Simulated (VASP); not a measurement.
# ScAl2N3 (P6/mmm) in VASP: a series of runs, part 2 of 2

VASP 6.6.1.

**3. Relaxation of cell and atoms, PBE**

This run uses another cell than the first one, of 28.32 Å³/atom.

INCAR

```
SYSTEM = ScAl2N3
  ALGO = Normal
  EDIFF = 1E-7
  EDIFFG = -0.01
  ENCUT = 600
  GGA = PE
  IBRION = 2
  ISIF = 3
  ISMEAR = 0
  LASPH = .TRUE.
  LCHARG = .FALSE.
  LREAL = .FALSE.
  LWAVE = .FALSE.
  NELM = 80
  NSW = 100
  PREC = Accurate
  SIGMA = 0.1
```

KPOINTS

```
k-points
0
G
  6 6 10
  0 0 0
```

POSCAR

```
ScAl2N3
1.0
    7.4574371422      0.0000000000      0.0000000000
   -3.7287185711      6.4583300123      0.0000000000
    0.0000000000      0.0000000000      3.5275940286
Sc Al N
1 2 3
Direct
    0.0000000000      0.0000000000      0.0000000000
    0.3333333333      0.6666666667      0.0000000000
    0.6666666667      0.3333333333      0.0000000000
    0.3333333333      0.6666666667      0.5000000000
    0.6666666667      0.3333333333      0.5000000000
    0.0000000000      0.0000000000      0.5000000000
```

Potentials or basis: VASP PAW PBE potentials, release 64 (Sc_sv, Al, N).

On the command line:

```bash
cat potpaw_PBE.64/Sc_sv/POTCAR potpaw_PBE.64/Al/POTCAR potpaw_PBE.64/N/POTCAR > POTCAR
mpirun -np 1 vasp_std > vasp.out
```

OUTCAR:

```text
SYSTEM = ScAl2N3
   EDIFF = 1E-7
   EDIFFG = -0.01
   ENCUT = 600
   GGA = PE
   IBRION = 2
   ISIF = 3
   ISMEAR = 0
   LASPH = .TRUE.
   LREAL = .FALSE.
   NELM = 80
   NSW = 100
   PREC = Accurate

 ion  position               nearest neighbor table
   1  0.000  0.000  0.000-   6 1.76   6 1.76
   2  0.333  0.667  0.000-   4 1.76   4 1.76
   3  0.667  0.333  0.000-   5 1.76   5 1.76
   4  0.333  0.667  0.500-   2 1.76   2 1.76
   5  0.667  0.333  0.500-   3 1.76   3 1.76
   6  0.000  0.000  0.500-   1 1.76   1 1.76

  LATTYP: Found a hexagonal cell.
 ALAT       =     7.4574371422
 C/A-ratio  =     0.4730303402

  Lattice vectors:

 A1 = (   7.4574371422,   0.0000000000,   0.0000000000)
 A2 = (  -3.7287185711,   6.4583300123,   0.0000000000)
 A3 = (   0.0000000000,   0.0000000000,   3.5275940286)

Analysis of symmetry for initial positions (statically):
=====================================================================
 Subroutine PRICEL returns:
 Original cell was already a primitive cell.

 Routine SETGRP: Setting up the symmetry group for a
 hexagonal supercell.

 Subroutine GETGRP returns: Found 24 space group operations
 (whereof 24 operations were pure point group operations)
 out of a pool of 24 trial point group operations.

The static configuration has the point symmetry D_6h.

Analysis of symmetry for dynamics (positions and initial velocities):
=====================================================================
 Subroutine PRICEL returns:
 Original cell was already a primitive cell.

 Routine SETGRP: Setting up the symmetry group for a
 hexagonal supercell.

 Subroutine GETGRP returns: Found 24 space group operations
 (whereof 24 operations were pure point group operations)
 out of a pool of 24 trial point group operations.

The dynamic configuration has the point symmetry D_6h.

 Subroutine INISYM returns: Found 24 space group operations
 (whereof 24 operations are pure point group operations),
 and found     1 'primitive' translations
[... 126 lines left out ...]
  Thomas-Fermi vector in A             =   2.065625
   LORBIT       =      0    0 simple, 1 ext, 2 COOP (PROOUT), +10 PAW based schemes
   GGA     = PE    functional components
   LHFCALC =     F    Hartree Fock is set to
   AEXX    =    0.0000 exact exchange contribution
   IVDW    =     0    specifies the selected vdW correction
   LEPSILON=     F    determine dielectric tensor
   LRPA    =     F    only Hartree local field effects (RPA)
 conjugate gradient relaxation of ions
 non-spin polarized calculation
 Gauss-broadening in eV      SIGMA  =   0.10
  energy-cutoff  :      600.00
  volume of cell :      169.90
 maximum number of plane-waves:      5698
 NGX is ok and might be reduce to    60
   NGX = 29   NGY = 29   NGZ = 15

--------------------------------------- Ionic step        1  -------------------------------------------

 number of electron      32.0000011 magnetization

 Free energy of the ion-electron system (eV)
  ---------------------------------------------------
  ext. energy  EPLUGINS =         0.00000000
  ---------------------------------------------------
  free energy    TOTEN  =       -35.19505013 eV

  energy without entropy =      -35.18882612  energy(sigma->0) =      -35.19193813

------------------------ aborting loop because EDIFF is reached ----------------------------------------

  FORCE on cell =-STRESS in cart. coord.  units (eV):
  Direction    XX          YY          ZZ          XY          YZ          ZX
  --------------------------------------------------------------------------------------
  -------------------------------------------------------------------------------------
  Total       -0.1070461     -0.1070461     -0.1404484     -0.0000000     -0.0000000      0.0000000
  in kB       -1.0094694     -1.0094694     -1.3244604     -0.0000000     -0.0000000      0.0000000
  external PRESSURE =      -1.1144664 kB  Pullay stress =       0.0000000 kB
[... 227 lines left out ...]
--------------------------------------- Ionic step        7  -------------------------------------------

 number of electron      32.0000006 magnetization

 Free energy of the ion-electron system (eV)
  ---------------------------------------------------
  ext. energy  EPLUGINS =         0.00000000
  ---------------------------------------------------
  free energy    TOTEN  =       -35.19672455 eV

  energy without entropy =      -35.19001635  energy(sigma->0) =      -35.19337045

 E-fermi :   0.8221     XC(G=0):  -7.0068

 val. band max:        0.7684493927   @ k =   0.3333   0.1667   0.1000
 cond. band min:       0.8492442692   @ k =   0.5000  -0.0000   0.1000
 fundamental gap:      0.0807948765
 Fermi energy:         0.8220988109

 k-point     1 :       0.0000    0.0000    0.0000
  band No.  band energies     occupation
      1     -48.7777      2.00000
      2     -27.6376      2.00000
      3     -27.5924      2.00000
      4     -27.5924      2.00000
      5     -13.1546      2.00000
      6     -13.0466      2.00000
[... 541 lines left out ...]
     19       2.3689      0.00000
     20       2.5256      0.00000

 [... further k-points ...]
[... 5 lines left out ...]
  --------------------------------------------------------------------------------------
  -------------------------------------------------------------------------------------
  Total        0.0025641      0.0025641     -0.0413492      0.0000000      0.0000000      0.0000000
  in kB        0.0249850      0.0249850     -0.4029190      0.0000000      0.0000000      0.0000000
  external PRESSURE =      -0.1176497 kB  Pullay stress =       0.0000000 kB
[... 21 lines left out ...]
  FREE ENERGIE OF THE ION-ELECTRON SYSTEM (eV)
  ---------------------------------------------------
  free  energy   TOTEN  =       -35.1967245458 eV

  energy  without entropy=      -35.1900163458  energy(sigma->0) =      -35.19337045

 reached required accuracy - stopping structural energy minimisation
```

OSZICAR:

```text
N       E                     dE             d eps       ncg     rms          rms(c)
DAV:   1     0.324631110827E+03    0.32463E+03   -0.13802E+04  1752   0.151E+03
DAV:   2     0.202761345134E+02   -0.30435E+03   -0.29779E+03  2064   0.407E+02
DAV:   3    -0.469834682383E+02   -0.67260E+02   -0.63572E+02  2816   0.151E+02
[... 73 lines left out ...]
DAV:   5    -0.351968467105E+02    0.49565E-03   -0.14604E-03  2184   0.265E-01    0.126E-01
DAV:   6    -0.351967271105E+02    0.11960E-03   -0.41623E-04  2728   0.169E-01    0.335E-02
DAV:   7    -0.351967304553E+02   -0.33448E-05   -0.95569E-05  2516   0.827E-02    0.162E-02
DAV:   8    -0.351967241960E+02    0.62593E-05   -0.23752E-05  2520   0.483E-02    0.387E-03
DAV:   9    -0.351967246141E+02   -0.41801E-06   -0.32006E-06  2348   0.946E-03    0.182E-03
DAV:  10    -0.351967245458E+02    0.68291E-07   -0.51420E-07  2084   0.442E-03
   7 F= -.35196725E+02 E0= -.35193370E+02  d E =-.158162E-02
```

CONTCAR:

```text
ScAl2N3
   1.00000000000000
     7.3369635035983558   -0.0000000000000000    0.0000000000000000
    -3.6684817517991779    6.3539967807832181    0.0000000000000000
     0.0000000000000000   -0.0000000000000000    3.5269317203138906
  Sc              Al              N
     1     2     3
Direct
     0.0000000000000000    0.0000000000000000    0.0000000000000000
     0.3333333332999970    0.6666666667000030    1.0000000000000000
     0.6666666667000030    0.3333333332999970    0.0000000000000000
     0.3333333332999970    0.6666666667000030    0.5000000000000000
     0.6666666667000030    0.3333333332999970    0.5000000000000000
     0.0000000000000000    0.0000000000000000    0.5000000000000000

  0.00000000E+00  0.00000000E+00  0.00000000E+00
  0.00000000E+00  0.00000000E+00  0.00000000E+00
  0.00000000E+00  0.00000000E+00  0.00000000E+00
  0.00000000E+00  0.00000000E+00  0.00000000E+00
  0.00000000E+00  0.00000000E+00  0.00000000E+00
  0.00000000E+00  0.00000000E+00  0.00000000E+00
```

Run time: 22 min. Hardware: 1 thread of Intel Xeon 8259CL, shared host; peak memory 0.46 GiB.

Results:

```yaml
Free_energy: -35.1967 eV
Relaxed_volume: 27.40 Å³/atom
Relaxed_cell: a = 7.337 Å, b = 7.337 Å, c = 3.527 Å, α = 90.00°, β = 90.00°, γ = 120.00°
Space_group_after_relaxing_to_0.1_Å: P6/mmm (No. 191)
Energy_gained_by_relaxing: 0.3 meV/atom
Ionic_steps: 7
Pressure_after_relaxing: 0.0 GPa
Band_gap_on_the_k_mesh: zero (bands 16 and 17 overlap by 0.56 eV)
```

The path:
| step | energy change (eV) | largest force (eV/Å) | pressure (GPa) | volume (Å³) |
| --- | --- | --- | --- | --- |
| 1 | 0.0000 | 0.0000 | -0.11 | 169.90 |
| 2 | 0.0000 | 0.0000 | 0.07 | 169.41 |
| 3 | -0.0001 | 0.0000 | -0.01 | 169.64 |
| 4 | -0.0002 | 0.0000 | -0.01 | 169.40 |
| 5 | -0.0006 | 0.0000 | -0.02 | 168.68 |
| 6 | -0.0012 | 0.0000 | -0.01 | 167.26 |
| 7 | -0.0017 | 0.0000 | -0.01 | 164.42 |

Final structure:
```
Sc Al N
1.0
     7.33696    0.00000    0.00000
    -3.66848    6.35400    0.00000
     0.00000    0.00000    3.52693
Sc Al N
1 2 3
Direct
  0.00000 0.00000 0.00000
  0.33333 0.66667 0.00000
  0.66667 0.33333 0.00000
  0.33333 0.66667 0.50000
  0.66667 0.33333 0.50000
  0.00000 0.00000 0.50000
```
